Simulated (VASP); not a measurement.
# AlN (P6_3/mmc) in VASP: further runs

The runs below take AlN through single point, with PBEsol.

Program: VASP 6.6.1. These are calculated values, not measurements. Logs are shortened: lines on timing, memory, paths and dates and some standing lists are left out, and cuts for length are marked.

### Step 1. The cell of the first run

It takes space group P6_3/mmc (No. 194, hexagonal). Conventional cell: a = 3.361 Å, b = 3.361 Å, c = 4.306 Å, α = 90.00°, β = 90.00°, γ = 120.00°. Al (site symmetry -6m2) has 5 N at 1.94 to 2.15 Å within 2.6 Å. Within 2.6 Å of N (site symmetry -6m2) lie 5 Al at 1.94 to 2.15 Å.

### Step 2. Single point, PBEsol

The input, INCAR:

```
ALGO     = Normal         # electronic algorithm
EDIFF    = 1E-6           # SCF threshold, eV
ENCUT    = 520            # plane-wave cutoff, eV
GGA      = PS             # functional
ISIF     = 2              # what is computed and relaxed
ISMEAR   = 0              # smearing method
LASPH    = T              # aspherical terms in the spheres
LCHARG   = F              # write CHGCAR
LREAL    = F              # projectors in reciprocal space
LWAVE    = F              # write WAVECAR
NBANDS   = 16             # bands
NELM     = 80             # most SCF steps
PREC     = Accurate       # precision mode
SIGMA    = 0.05           # smearing width, eV
```

The input, KPOINTS:

```
k-points
0
Gamma
  9 9 6
```

The input, POSCAR:

```
AlN
1.0
    3.3609000000      0.0000000000      0.0000000000
   -1.6804500000      2.9106247796      0.0000000000
    0.0000000000      0.0000000000      4.3056000000
Al N
2 2
Direct
    0.3333333333      0.6666666667      0.7500000000
    0.6666666667      0.3333333333      0.2500000000
    0.3333333333      0.6666666667      0.2500000000
    0.6666666667      0.3333333333      0.7500000000
```

Potentials or basis: VASP PAW PBE potentials, release 64 (Al, N).

On the command line:

```bash
> cat potpaw_PBE.64/Al/POTCAR potpaw_PBE.64/N/POTCAR > POTCAR
> mpirun -np 1 vasp_std > vasp.out
```

OUTCAR:

```text
EDIFF = 1E-6
   ENCUT = 520
   GGA = PS
   ISIF = 2
   ISMEAR = 0
   LASPH = T
   LREAL = F
   NELM = 80
   PREC = Accurate

 ion  position               nearest neighbor table
   1  0.333  0.667  0.750-   4 1.94   4 1.94   4 1.94   3 2.15   3 2.15   2 2.90   2 2.90   2 2.90
                             2 2.90   2 2.90   2 2.90
   2  0.667  0.333  0.250-   3 1.94   3 1.94   3 1.94   4 2.15   4 2.15   1 2.90   1 2.90   1 2.90
                             1 2.90   1 2.90   1 2.90
   3  0.333  0.667  0.250-   2 1.94   2 1.94   2 1.94   1 2.15   1 2.15
   4  0.667  0.333  0.750-   1 1.94   1 1.94   1 1.94   2 2.15   2 2.15

  LATTYP: Found a hexagonal cell.
 ALAT       =     3.3609000000
 C/A-ratio  =     1.2810854235

  Lattice vectors:

 A1 = (   3.3609000000,   0.0000000000,   0.0000000000)
 A2 = (  -1.6804500000,   2.9106247796,   0.0000000000)
 A3 = (   0.0000000000,   0.0000000000,   4.3056000000)

Analysis of symmetry for initial positions (statically):
=====================================================================
 Subroutine PRICEL returns:
 Original cell was already a primitive cell.

 Routine SETGRP: Setting up the symmetry group for a
 hexagonal supercell.

 Subroutine GETGRP returns: Found 24 space group operations
 (whereof 12 operations were pure point group operations)
 out of a pool of 24 trial point group operations.

The static configuration has the point symmetry D_3d.
 The point group associated with its full space group is D_6h.

Analysis of symmetry for dynamics (positions and initial velocities):
=====================================================================
 Subroutine PRICEL returns:
 Original cell was already a primitive cell.

 Routine SETGRP: Setting up the symmetry group for a
 hexagonal supercell.

 Subroutine GETGRP returns: Found 24 space group operations
 (whereof 12 operations were pure point group operations)
 out of a pool of 24 trial point group operations.

The dynamic configuration has the point symmetry D_3d.
 The point group associated with its full space group is D_6h.

 Subroutine INISYM returns: Found 24 space group operations
 (whereof 12 operations are pure point group operations),
 and found     1 'primitive' translations

----------------------------------------------------------------------------------------

[... 97 lines left out ...]
   LREAL  =      F    real-space projection
   EDIFFG = 0.1E-04   stopping-criterion for IOM
   NSW    =      0    number of steps for IOM
   IBRION =     -1    ionic relax: 0-MD 1-quasi-New 2-CG
   NFREE  =      0    steps in history (QN), initial steepest desc. (CG)
   ISIF   =      2    stress and relaxation
   ISYM   =      2    0-nonsym 1-usesym 2-fastsym
   POTIM  = 0.5000    time-step for ionic-motion
   TEBEG  =    0.0;   TEEND  =   0.0 temperature during run
   PSTRESS=    0.0 pullay stress
   NELECT =      16.0000    total number of electrons
   NUPDOWN=      -1.0000    fix difference up-down
   EMIN   =  10.00;   EMAX   =-10.00  energy-range for DOS
   EFERMI =   0.00;   METHOD = LEGACY
   ISMEAR =     0;   SIGMA  =   0.05  broadening in eV -4-tet -1-fermi 0-gaus
   EFERMI_NEDOS =   21; number of points for ismear=-14 and -15
   IALGO  =     38    algorithm
   IMIX   =      4    mixing-type and parameters
     AMIX     =   0.40;   BMIX     =  1.00
     AMIX_MAG =   1.60;   BMIX_MAG =  1.00
  volume/ion in A,a.u.               =      10.53        71.06
  Fermi-wavevector in a.u.,A,eV,Ry     =   1.185650  2.240553 19.126591  1.405765
  Thomas-Fermi vector in A             =   2.321839
   LORBIT       =      0    0 simple, 1 ext, 2 COOP (PROOUT), +10 PAW based schemes
   GGA     = PS    functional components
   LHFCALC =     F    Hartree Fock is set to
   AEXX    =    0.0000 exact exchange contribution
   IVDW    =     0    specifies the selected vdW correction
   LEPSILON=     F    determine dielectric tensor
   LRPA    =     F    only Hartree local field effects (RPA)
 non-spin polarized calculation
 Gauss-broadening in eV      SIGMA  =   0.05
  energy-cutoff  :      520.00
  volume of cell :       42.12
 maximum number of plane-waves:      1152
 NGX is ok and might be reduce to    28
   NGX = 13   NGY = 13   NGZ = 17

 number of electron      15.9999999 magnetization

 Free energy of the ion-electron system (eV)
  ---------------------------------------------------
  ext. energy  EPLUGINS =         0.00000000
  ---------------------------------------------------
  free energy    TOTEN  =       -30.81037801 eV

  energy without entropy =      -30.81037801  energy(sigma->0) =      -30.81037801

 E-fermi :   7.5186     XC(G=0): -11.1038

 val. band max:        7.2833970441   @ k =   0.0000   0.0000   0.0000
 cond. band min:      10.0079052980   @ k =   0.0000   0.0000   0.0000
 fundamental gap:      2.7245082539
 Fermi energy:         7.5186351021

 k-point     1 :       0.0000    0.0000    0.0000
  band No.  band energies     occupation
      1      -9.0885      2.00000
      2      -5.7600      2.00000
      3       0.6383      2.00000
      4       4.1502      2.00000
      5       4.1502      2.00000
      6       5.6963      2.00000
[... 433 lines left out ...]
      3       1.0052      2.00000
      4       1.8282      2.00000
      5       1.8282      2.00000
      6       4.2579      2.00000
[... 8 lines left out ...]
     15      18.0170      0.00000
     16      19.5205      0.00000

 [... further k-points ...]

------------------------ aborting loop because EDIFF is reached ----------------------------------------

  FORCE on cell =-STRESS in cart. coord.  units (eV):
  Direction    XX          YY          ZZ          XY          YZ          ZX
  --------------------------------------------------------------------------------------
  -------------------------------------------------------------------------------------
  Total       -3.5139751     -3.5139751     -3.5614911      0.0000000     -0.0000000     -0.0000000
  in kB     -133.6699465   -133.6699466   -135.4774315      0.0000000     -0.0000000     -0.0000000
  external PRESSURE =    -134.2724415 kB  Pullay stress =       0.0000000 kB

 VOLUME and BASIS-vectors are now :
 -----------------------------------------------------------------------------
  energy-cutoff  :      520.00
  volume of cell :       42.12
      direct lattice vectors                 reciprocal lattice vectors
     3.360900000  0.000000000  0.000000000     0.297539350  0.171784424  0.000000000
    -1.680450000  2.910624780  0.000000000     0.000000000  0.343568847  0.000000000
     0.000000000  0.000000000  4.305600000     0.000000000  0.000000000  0.232255667

 POSITION                                       TOTAL-FORCE (eV/Angst)
 -----------------------------------------------------------------------------------
     -0.00000      1.94042      3.22920        -0.000000     -0.000000      0.000000
      1.68045      0.97021      1.07640         0.000000     -0.000000      0.000000
     -0.00000      1.94042      1.07640        -0.000000      0.000000      0.000000
      1.68045      0.97021      3.22920         0.000000     -0.000000      0.000000
 -----------------------------------------------------------------------------------
    total drift:                               -0.000000      0.000000      0.000000

  FREE ENERGIE OF THE ION-ELECTRON SYSTEM (eV)
  ---------------------------------------------------
  free  energy   TOTEN  =       -30.8103780108 eV

  energy  without entropy=      -30.8103780108  energy(sigma->0) =      -30.81037801
```

stdout:

```text
POSCAR found type information on POSCAR AlN
 POSCAR found :  2 types and       4 ions
 scaLAPACK will be used
 -----------------------------------------------------------------------------
|                                                                             |
|                                                                             |
|     You enforced a specific xc type in the INCAR file but a different       |
|     I HOPE YOU KNOW WHAT YOU ARE DOING!                                     |
|                                                                             |
 -----------------------------------------------------------------------------

 LDA part: xc-table for (Slater+PW92), standard interpolation
 POSCAR, INCAR and KPOINTS ok, starting setup
 FFT: planning ... GRIDC
 FFT: planning ... GRID_SOFT
 FFT: planning ... GRID
 WAVECAR not read
 entering main loop
```

Wall time 45 s (1 thread of Intel Xeon 8259CL, shared host); peak memory 0.17 GiB.

What came out:

* Free energy: -30.8104 eV
* Pressure: -13.4 GPa
* Band gap on the k mesh: 2.72 eV

Levels at points of the mesh, in eV from the valence-band top:
```csv
k point,band 6,band 7,band 8,band 9,band 10,band 11
"(0.00, 0.00, 0.00)",-1.59,-1.59,0.00,2.72,3.90,7.86
"(0.00, 0.00, 0.50)",-2.40,-2.40,-2.40,5.17,5.17,8.09
```

Caveat: the cell stands under tension; the PAW data sets were made with another functional, which shifts forces and pressure a little.

### Step 3. Single point, PBEsol

This run uses another cell than the first one, of 10.76 Å³/atom.

The input, INCAR:

```
  PREC = Accurate
  ENCUT = 520
  EDIFF = 1E-6
  ISMEAR = 0
  SIGMA = 0.05
  LREAL = False
  LASPH = True
  NELM = 60
  ALGO = Normal
  ISIF = 2
  LWAVE = False
  LCHARG = True
  GGA = PS
  LELF = True
  LVHAR = True
  NBANDS = 16
```

The input, KPOINTS:

```
Automatic mesh
0
Gamma
  9 9 6
```

The input, POSCAR:

```
AlN
1.0
    3.3807000000      0.0000000000      0.0000000000
   -1.6903500000      2.9277720826      0.0000000000
    0.0000000000      0.0000000000      4.3470000000
Al N
2 2
Direct
    0.3333333333      0.6666666667      0.7500000000
    0.6666666667      0.3333333333      0.2500000000
    0.3333333333      0.6666666667      0.2500000000
    0.6666666667      0.3333333333      0.7500000000
```

Potentials or basis: VASP PAW PBE potentials, release 64 (Al, N).

On the command line:

```bash
> cat potpaw_PBE.64/Al/POTCAR potpaw_PBE.64/N/POTCAR > POTCAR
> mpirun -np 1 vasp_std > vasp.out
```

It took 49 s on 1 thread of Intel Xeon 8259CL, shared host; peak memory 0.17 GiB.

The run converged. Its results:

```yaml
Free_energy: -30.7258 eV
Pressure: -16.6 GPa
Band_gap_on_the_k_mesh: 2.55 eV
```

Stress tensor (GPa, compression positive):
```
-16.73   0.00   0.00
  0.00 -16.73   0.00
  0.00   0.00 -16.27
```

Levels at points of the mesh, in eV from the valence-band top:
| k point | band 5 | band 6 | band 7 | band 8 | band 9 | band 10 | band 11 | band 12 |
| --- | --- | --- | --- | --- | --- | --- | --- | --- |
| (0.00, 0.00, 0.00) | -3.08 | -1.57 | -1.57 | 0.00 | 2.55 | 3.73 | 7.76 | 7.76 |
| (0.00, 0.00, 0.50) | -2.36 | -2.36 | -2.36 | -2.36 | 5.02 | 5.02 | 8.01 | 8.01 |

Caveat: the cell stands under tension; the PAW data sets were made with another functional, which shifts forces and pressure a little.

### Step 4. Single point, PBEsol

This run uses another cell than the first one, of 10.65 Å³/atom.

The input, INCAR:

```
SYSTEM = AlN
  PREC = Accurate
  ENCUT = 520
  EDIFF = 1E-6
  ISMEAR = 0
  SIGMA = 0.05
  LREAL = .FALSE.
  LASPH = .TRUE.
  NELM = 100
  ALGO = Normal
  ISIF = 2
  LWAVE = .FALSE.
  LCHARG = .FALSE.
  GGA = PS
  NBANDS = 16
```

The input, KPOINTS:

```
Automatic mesh
0
G
  9 9 6
  0 0 0
```

POSCAR: that of step 3 with these lines changed.

```diff
@@ -4,3 +4,3 @@
    -1.6903500000      2.9277720826      0.0000000000
-    0.0000000000      0.0000000000      4.3470000000
+    0.0000000000      0.0000000000      4.3056000000
 Al N
```

On the command line:

```bash
> cat potpaw_PBE.64/Al/POTCAR potpaw_PBE.64/N/POTCAR > POTCAR
> mpirun -np 1 vasp_std > vasp.out
```

Wall time 48 s (1 thread of Intel Xeon 8259CL, shared host); peak memory 0.17 GiB.

Results (log left out):

```yaml
Free_energy: -30.7653 eV
Pressure: -15.4 GPa
Band_gap_on_the_k_mesh: 2.65 eV
```

Stress tensor (GPa, compression positive):
```
-15.76   0.00   0.00
  0.00 -15.76   0.00
  0.00   0.00 -14.78
```

Levels at points of the mesh, in eV from the valence-band top:
```tsv
k point	band 6	band 7	band 8	band 9	band 10	band 11
(0.00, 0.00, 0.00)	-1.53	-1.53	0.00	2.65	3.80	7.79
(0.00, 0.00, 0.50)	-2.35	-2.35	-2.35	5.12	5.12	8.02
```

Caveat: the cell stands under tension; the PAW data sets were made with another functional, which shifts forces and pressure a little.

### Step 5. Single point, PBEsol

This run uses another cell than the first one, of 10.88 Å³/atom.

The input, INCAR:

```
  PREC = Accurate
  ENCUT = 520
  EDIFF = 1E-6
  ISMEAR = 0
  SIGMA = 0.05
  LREAL = F
  LASPH = T
  NELM = 100
  ALGO = Normal
  ISIF = 2
  LWAVE = F
  LCHARG = F
  GGA = PS
  NBANDS = 16
```

The input, KPOINTS:

```
regular mesh
0
Gamma
  9 9 6
```

The input, POSCAR:

```
AlN
1.0
    3.4005000000      0.0000000000      0.0000000000
   -1.7002500000      2.9449193856      0.0000000000
    0.0000000000      0.0000000000      4.3470000000
Al N
2 2
Direct
    0.3333333333      0.6666666667      0.7500000000
    0.6666666667      0.3333333333      0.2500000000
    0.3333333333      0.6666666667      0.2500000000
    0.6666666667      0.3333333333      0.7500000000
```

On the command line:

```bash
> cat potpaw_PBE.64/Al/POTCAR potpaw_PBE.64/N/POTCAR > POTCAR
> mpirun -np 1 vasp_std > vasp.out
```

It took 49 s on 1 thread of Intel Xeon 8259CL, shared host; peak memory 0.17 GiB.

The run converged. Its results:

```
Free energy            : -30.6697 eV
Pressure               : -18.4 GPa
Band gap on the k mesh : 2.48 eV
```

Stress tensor (GPa, compression positive):
```
-18.91   0.00   0.00
  0.00 -18.91   0.00
  0.00   0.00 -17.42
```

Levels at points of the mesh, in eV from the valence-band top:
```tsv
k point	band 6	band 7	band 8	band 9	band 10	band 11
(0.00, 0.00, 0.00)	-1.52	-1.52	0.00	2.48	3.64	7.69
(0.00, 0.00, 0.50)	-2.31	-2.31	-2.31	4.97	4.97	7.93
```

Caveat: the cell stands under tension; the PAW data sets were made with another functional, which shifts forces and pressure a little.

### Step 6. Overview

| cell | gap on the mesh (eV) | pressure (GPa) |
| --- | --- | --- |
| a = 3.361, b = 3.361, c = 4.306 Å, angles 90.0, 90.0, 120.0°, 4 atoms | 2.72 | -13.4 |
| a = 3.381, b = 3.381, c = 4.347 Å, angles 90.0, 90.0, 120.0°, 4 atoms | 2.55 | -16.6 |
| a = 3.381, b = 3.381, c = 4.306 Å, angles 90.0, 90.0, 120.0°, 4 atoms | 2.65 | -15.4 |
| a = 3.401, b = 3.401, c = 4.347 Å, angles 90.0, 90.0, 120.0°, 4 atoms | 2.48 | -18.4 |

Alike in all rows: task single point; level PBEsol; potentials or basis VASP PAW PBE potentials, release 64 (Al, N); no spin polarisation; k mesh 9 × 9 × 6; cutoff (eV) 520; smearing gaussian 0.05 eV.

Caveats: the cell stands under tension; the PAW data sets were made with another functional, which shifts forces and pressure a little.

Total energies depend on the potentials used, so only differences within one code and one set of settings carry meaning.
